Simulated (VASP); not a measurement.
# C (R-3m) in VASP: further runs

C is run at these levels: r2SCAN; tasks: single point.

Everything below comes from runs of VASP 6.6.1. Logs are shortened: lines on timing, memory, paths and dates and some standing lists are left out, and cuts for length are marked.

### Step 1. The cell of the first run

The structure is trigonal, space group R-3m (No. 166). Conventional cell: a = 2.249 Å, b = 2.249 Å, c = 7.768 Å, α = 90.00°, β = 90.00°, γ = 120.00°. Within 1.9 Å of C (site symmetry 3m) lie 3 C at 1.45 Å.

### Step 2. Single point, r2SCAN

The input, POSCAR:

```
C
1.0
    0.4347120269      2.0251218816      2.0251218816
    2.0251218816      0.4347120269      2.0251218816
    2.0251218816      2.0251218816      0.4347120269
C
2
Direct
    0.5000000000      0.5000000000      0.5000000000
    0.7500000000      0.7500000000      0.7500000000
```

The input, INCAR.step1:

```
SYSTEM = C
ALGO = Normal
EDIFF = 1E-4
ENCUT = 520
GGA = PE
ISMEAR = 0
LASPH = .TRUE.
LCHARG = .FALSE.
LREAL = .FALSE.
LWAVE = .TRUE.
NBANDS = 11
NELM = 60
PREC = Accurate
SIGMA = 0.05
```

The input, INCAR.step2:

```
SYSTEM = C
ALGO = Normal
EDIFF = 1E-7
ENCUT = 520
ISIF = 2
ISMEAR = 0
ISTART = 1
LASPH = .TRUE.
LCHARG = .FALSE.
LMIXTAU = .TRUE.
LREAL = .FALSE.
LWAVE = .FALSE.
METAGGA = R2SCAN
NBANDS = 11
NELM = 60
PREC = Accurate
SIGMA = 0.05
```

The input, KPOINTS:

```
k-points
0
G
  12 12 12
  0 0 0
```

Potentials or basis: VASP PAW PBE potentials, release 64 (C).

Started as:

```bash
$ cat potpaw_PBE.64/C/POTCAR > POTCAR
$ cp INCAR.step1 INCAR
$ mpirun -np 1 vasp_std > vasp.out
$ cp INCAR.step2 INCAR
$ mpirun -np 1 vasp_std > vasp.out
```

OUTCAR:

```text
SYSTEM = C
   EDIFF = 1E-7
   ENCUT = 520
   ISIF = 2
   ISMEAR = 0
   ISTART = 1
   LASPH = .TRUE.
   LREAL = .FALSE.
   METAGGA = R2SCAN
   NELM = 60
   PREC = Accurate

 ion  position               nearest neighbor table
   1  0.500  0.500  0.500-   2 1.45   2 1.45   2 1.45   2 1.94
   2  0.750  0.750  0.750-   1 1.45   1 1.45   1 1.45   1 1.94

  LATTYP: Found a trigonal (rhomboedric) cell.
 ALAT       =     2.8967588469
 COS(alpha) =     0.6985651702

  Lattice vectors:

 A1 = (   0.4347120269,   2.0251218816,   2.0251218816)
 A2 = (   2.0251218816,   0.4347120269,   2.0251218816)
 A3 = (   2.0251218816,   2.0251218816,   0.4347120269)

Analysis of symmetry for initial positions (statically):
=====================================================================
 Subroutine PRICEL returns:
 Original cell was already a primitive cell.

 Routine SETGRP: Setting up the symmetry group for a
 trigonal (rhombohedral) supercell.

 Subroutine GETGRP returns: Found 12 space group operations
 (whereof  6 operations were pure point group operations)
 out of a pool of 12 trial point group operations.

The static configuration has the point symmetry C_3v.
 The point group associated with its full space group is D_3d.

Analysis of symmetry for dynamics (positions and initial velocities):
=====================================================================
 Subroutine PRICEL returns:
 Original cell was already a primitive cell.

 Routine SETGRP: Setting up the symmetry group for a
 trigonal (rhombohedral) supercell.

 Subroutine GETGRP returns: Found 12 space group operations
 (whereof  6 operations were pure point group operations)
 out of a pool of 12 trial point group operations.

The dynamic configuration has the point symmetry C_3v.
 The point group associated with its full space group is D_3d.

 Subroutine INISYM returns: Found 12 space group operations
 (whereof  6 operations are pure point group operations),
 and found     1 'primitive' translations

----------------------------------------------------------------------------------------

                                     Primitive cell

  volume of cell :      11.3443

  direct lattice vectors                    reciprocal lattice vectors
     0.434712027  2.025121882  2.025121882    -0.344856614  0.283912126  0.283912126
     2.025121882  0.434712027  2.025121882     0.283912126 -0.344856614  0.283912126
     2.025121882  2.025121882  0.434712027     0.283912126  0.283912126 -0.344856614

  length of vectors
     2.896758847  2.896758847  2.896758847     0.529280903  0.529280903  0.529280903

  position of ions in fractional coordinates (direct lattice)
     0.500000000  0.500000000  0.500000000
     0.750000000  0.750000000  0.750000000

  ion indices of the primitive-cell ions
   primitive index   ion index
                 1           1
                 2           2

----------------------------------------------------------------------------------------

 KPOINTS: k-points

Automatic generation of k-mesh.
 Grid dimensions read from file:
 generate k-points for:   12   12   12

 Generating k-lattice:

  Cartesian coordinates                     Fractional coordinates (reciprocal lattice)
    -0.028738051  0.023659344  0.023659344     0.083333333  0.000000000  0.000000000
     0.023659344 -0.028738051  0.023659344     0.000000000  0.083333333  0.000000000
     0.023659344  0.023659344 -0.028738051     0.000000000  0.000000000  0.083333333

  Length of vectors
     0.044106742  0.044106742  0.044106742

  Shift w.r.t. Gamma in fractional coordinates (k-lattice)
     0.000000000  0.000000000  0.000000000

 Subroutine IBZKPT returns following result:
 ===========================================

 Found    189 irreducible k-points:

 Following reciprocal coordinates:
            Coordinates               Weight
  0.000000  0.000000  0.000000      1.000000
  0.083333 -0.000000 -0.000000      6.000000
  0.166667 -0.000000 -0.000000      6.000000
  0.250000 -0.000000 -0.000000      6.000000
  0.333333 -0.000000 -0.000000      6.000000
  0.416667  0.000000  0.000000      6.000000
[... 16 lines left out ...]
  0.500000  0.166667 -0.000000     12.000000
 -0.416667  0.166667 -0.000000     12.000000
 [... further k-points ...]
   k-points           NKPTS =    189   k-points in BZ     NKDIM =    189   number of bands    NBANDS=     11
   number of dos      NEDOS =    301   number of ions     NIONS =      2
   total plane-waves  NPLWV =  13824
   dimension x,y,z NGX =    24 NGY =   24 NGZ =   24
   dimension x,y,z NGXF=    48 NGYF=   48 NGZF=   48
   ions per type =               2
   NGX,Y,Z   is equivalent  to a cutoff of  13.77, 13.77, 13.77 a.u.
   NGXF,Y,Z  is equivalent  to a cutoff of  27.55, 27.55, 27.55 a.u.
 SYSTEM =  C
   PREC   = accura    normal or accurate (medium, high low for compatibility)
   ISTART =      1    job   : 0-new  1-cont  2-samecut
   ICHARG =      0    charge: 1-file 2-atom 10-const
   ISPIN  =      1    spin polarized calculation?
   LNONCOLLINEAR =      F non collinear calculations
   LSORBIT =      F    spin-orbit coupling
   LASPH  =      T    aspherical Exc in radial PAW
   ENCUT  =  520.0 eV  38.22 Ry    6.18 a.u.   5.39  5.39  5.39*2*pi/ulx,y,z
   NELM   =     60;   NELMIN=  2; NELMDL=  0     # of ELM steps
   EDIFF  = 0.1E-06   stopping-criterion for ELM
   LREAL  =      F    real-space projection
   EDIFFG = 0.1E-05   stopping-criterion for IOM
   NSW    =      0    number of steps for IOM
   IBRION =     -1    ionic relax: 0-MD 1-quasi-New 2-CG
   NFREE  =      0    steps in history (QN), initial steepest desc. (CG)
   ISIF   =      2    stress and relaxation
   ISYM   =      2    0-nonsym 1-usesym 2-fastsym
   POTIM  = 0.5000    time-step for ionic-motion
   TEBEG  =    0.0;   TEEND  =   0.0 temperature during run
   PSTRESS=    0.0 pullay stress
   NELECT =       8.0000    total number of electrons
   NUPDOWN=      -1.0000    fix difference up-down
   EMIN   =  10.00;   EMAX   =-10.00  energy-range for DOS
   EFERMI =   0.00;   METHOD = LEGACY
   ISMEAR =     0;   SIGMA  =   0.05  broadening in eV -4-tet -1-fermi 0-gaus
   EFERMI_NEDOS =   21; number of points for ismear=-14 and -15
   IALGO  =     38    algorithm
   IMIX   =      4    mixing-type and parameters
     AMIX     =   0.40;   BMIX     =  1.00
     AMIX_MAG =   1.60;   BMIX_MAG =  1.00
  volume/ion in A,a.u.               =       5.67        38.28
  Fermi-wavevector in a.u.,A,eV,Ry     =   1.457178  2.753668 28.890189  2.123369
  Thomas-Fermi vector in A             =   2.574010
   LORBIT       =      0    0 simple, 1 ext, 2 COOP (PROOUT), +10 PAW based schemes
   METAGGA = R2SCAN    functional components
   LHFCALC =     F    Hartree Fock is set to
   AEXX    =    0.0000 exact exchange contribution
   IVDW    =     0    specifies the selected vdW correction
   LEPSILON=     F    determine dielectric tensor
   LRPA    =     F    only Hartree local field effects (RPA)
 non-spin polarized calculation
 Gauss-broadening in eV      SIGMA  =   0.05
  energy-cutoff  :      520.00
  volume of cell :       11.34
 maximum number of plane-waves:       316
 NGX is ok and might be reduce to    24
   NGX = 11   NGY = 11   NGZ = 11

 number of electron       8.0000000 magnetization

 Free energy of the ion-electron system (eV)
  ---------------------------------------------------
  ext. energy  EPLUGINS =         0.00000000
  ---------------------------------------------------
  free energy    TOTEN  =       -16.81940110 eV

  energy without entropy =      -16.81901794  energy(sigma->0) =      -16.81920952

 E-fermi :   9.9766     XC(G=0): -14.2183

 val. band max:        9.9414243370   @ k =  -0.0833   0.1667   0.0833
 cond. band min:       9.9866200160   @ k =   0.0833  -0.0000  -0.0000
 fundamental gap:      0.0451956789
 Fermi energy:         9.9765719420

 k-point     1 :       0.0000    0.0000    0.0000
  band No.  band energies     occupation
      1     -13.6754      2.00000
      2       6.5702      2.00000
      3       6.9174      2.00000
      4      10.8647      0.00000
      5      10.8647      0.00000
      6      19.1454      0.00000
      7      19.1454      0.00000
      8      28.5866      0.00000
      9      33.2424      0.00000
     10      38.5326      0.00000
     11      39.2069      0.00000

 k-point     2 :       0.0833   -0.0000   -0.0000
  band No.  band energies     occupation
      1     -13.4402      2.00000
      2       5.9332      2.00000
      3       7.7362      2.00000
      4       9.9866      0.77626
      5      10.3520      0.00000
      6      19.2405      0.00000
      7      19.6908      0.00000
      8      28.7050      0.00000
      9      32.2858      0.00000
     10      36.6410      0.00000
     11      38.0182      0.00000

 k-point     3 :       0.1667   -0.0000   -0.0000
  band No.  band energies     occupation
      1     -12.7367      2.00000
      2       5.3850      2.00000
      3       7.0186      2.00000
      4       9.2280      2.00000
      5       9.6961      2.00000
      6      19.2691      0.00000
      7      20.7646      0.00000
      8      28.2172      0.00000
      9      30.5396      0.00000
     10      36.3319      0.00000
     11      37.1504      0.00000

 k-point     4 :       0.2500   -0.0000   -0.0000
  band No.  band energies     occupation
      1     -11.5718      2.00000
      2       3.6098      2.00000
      3       5.7502      2.00000
      4       8.0517      2.00000
      5      10.9420      0.00000
      6      19.1437      0.00000
      7      21.5355      0.00000
      8      26.3333      0.00000
      9      29.8878      0.00000
     10      36.8254      0.00000
     11      37.8336      0.00000
[... 239 lines left out ...]
 k-point    22 :       0.4167    0.1667    0.0000
  band No.  band energies     occupation
      1      -8.9835      2.00000
      2       0.6261      2.00000
      3       4.0230      2.00000
      4       4.6402      2.00000
      5      13.6432      0.00000
      6      19.4918      0.00000
      7      22.3555      0.00000
      8      27.8950      0.00000
      9      28.8886      0.00000
     10      31.9858      0.00000
     11      39.1209      0.00000

 k-point    23 :       0.5000    0.1667   -0.0000
  band No.  band energies     occupation
      1      -6.9516      2.00000
      2      -2.2466      2.00000
      3       3.6186      2.00000
      4       5.0274      2.00000
      5      13.5036      0.00000
      6      18.7803      0.00000
      7      23.2486      0.00000
      8      27.2818      0.00000
      9      28.5440      0.00000
     10      32.1485      0.00000
     11      38.7538      0.00000

 k-point    24 :      -0.4167    0.1667   -0.0000
  band No.  band energies     occupation
      1      -5.4049      2.00000
      2      -4.0774      2.00000
      3       3.3508      2.00000
      4       5.8944      2.00000
      5      13.0212      0.00000
      6      18.3270      0.00000
      7      22.7198      0.00000
      8      25.9817      0.00000
      9      29.5924      0.00000
     10      33.6456      0.00000
     11      38.0665      0.00000

 [... further k-points ...]
[... 5 lines left out ...]
  --------------------------------------------------------------------------------------
  -------------------------------------------------------------------------------------
  Total        3.7879838      3.7879838      3.7879838     -7.1852770     -7.1852770     -7.1852770
  in kB      534.9859882    534.9859882    534.9859882  -1014.7938282  -1014.7938282  -1014.7938282
  external PRESSURE =     534.9859882 kB  Pullay stress =       0.0000000 kB

 VOLUME and BASIS-vectors are now :
 -----------------------------------------------------------------------------
  energy-cutoff  :      520.00
  volume of cell :       11.34
      direct lattice vectors                 reciprocal lattice vectors
     0.434712027  2.025121882  2.025121882    -0.344856614  0.283912126  0.283912126
     2.025121882  0.434712027  2.025121882     0.283912126 -0.344856614  0.283912126
     2.025121882  2.025121882  0.434712027     0.283912126  0.283912126 -0.344856614

 POSITION                                       TOTAL-FORCE (eV/Angst)
 -----------------------------------------------------------------------------------
      2.24248      2.24248      2.24248        -2.083758     -2.083758     -2.083758
      3.36372      3.36372      3.36372         2.083758      2.083758      2.083758
 -----------------------------------------------------------------------------------
    total drift:                                0.000000      0.000000      0.000000

  FREE ENERGIE OF THE ION-ELECTRON SYSTEM (eV)
  ---------------------------------------------------
  free  energy   TOTEN  =       -16.8194010953 eV

  energy  without entropy=      -16.8190179395  energy(sigma->0) =      -16.81920952
```

It took 2.6 min on 1 thread of Intel Xeon 8259CL, shared host; peak memory 0.15 GiB.

What came out:

```
Free energy            : -16.8194 eV
Pressure               : 53.5 GPa
Largest force          : 3.609 eV/Å
Band gap on the k mesh : zero (band 4 reaches 10.86 eV, above the bottom of band 5 at 9.00 eV)
```

Forces in eV/Å, atoms in the order of the input:
```
C   -2.084 -2.084 -2.084
C    2.084  2.084  2.084
```

Stress tensor (GPa, compression positive):
```
  53.50 -101.48 -101.48
-101.48   53.50 -101.48
-101.48 -101.48   53.50
```

Levels at points of the mesh, in eV from the Fermi level:
| k point | band 2 | band 3 | band 4 | band 5 | band 6 | band 7 |
| --- | --- | --- | --- | --- | --- | --- |
| (0.00, 0.00, 0.00) | -3.41 | -3.06 | 0.89 | 0.89 | 9.17 | 9.17 |
| (0.50, 0.00, 0.00) | -14.82 | -3.68 | -3.62 | 2.01 | 10.41 | 11.67 |
| (0.50, 0.50, 0.00) | -14.01 | -7.11 | -4.66 | 1.35 | 9.67 | 12.31 |
| (0.50, 0.50, 0.50) | -14.10 | 0.10 | 0.10 | 10.50 | 10.50 | 11.10 |

Caveat: the PAW data sets were made with another functional, which shifts forces and pressure a little.

[end of part 1 of 2]
